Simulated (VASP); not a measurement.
## TePd: single point with LDA+U

TePd:

```xyz
2
Lattice="3.6311 0.0000 0.0000 0.0000 3.6311 0.0000 0.0000 0.0000 3.6311" Properties=species:S:1:pos:R:3 pbc="T T T"
Pd    0.0000    0.0000    0.0000
Te    1.8155    1.8155    1.8155
```

* Program: VASP 6.6.1
* Task: single point
* Functional: LDA
* Potentials or basis: VASP PAW LDA potentials, release 64 (Pd, Te)
* Cutoff: 500 eV
* k mesh: 5 × 5 × 5
* Occupations: gaussian, width 0.05 eV
* Spin: collinear spin, ferromagnetic start
* Starting moments: [0.59, 1.0] μB
* Fixed moment: 1.8 μB
* Hubbard terms: Pd d U = 5.0 eV, J = 0.9 eV
* Dipole correction: no
* LDAUTYPE: 1
* Hund's J: 0.9
* Further INCAR settings: ALGO = Normal; EDIFF = 1e-06; NBANDS = 19

```
Pressure                                              : -10.9 GPa
Net moment                                            : 1.80 μB per cell
Site moments                                          : Pd +0.64; Te +0.70 μB
Valence electrons inside the program's atomic spheres : Pd 9.40; Te 3.25
```

Eigenvalues of the final occupation matrices:
```tsv
site	spin	trace	eigenvalues
site 1 d	1	4.80	0.95 0.95 0.97 0.97 0.97
site 1 d	2	4.20	0.79 0.79 0.79 0.91 0.91
```

It took 36 s on 1 thread of AMD EPYC 7R13, on a shared host, peak memory 0.12 GiB.

Caveat: spin-orbit coupling is left out, which moves the levels of the heavy elements; the total moment is fixed, so each spin has its own Fermi level; the U is typed as a test and isn't derived for this compound. The state reached can hang on the start; a lower one may exist.
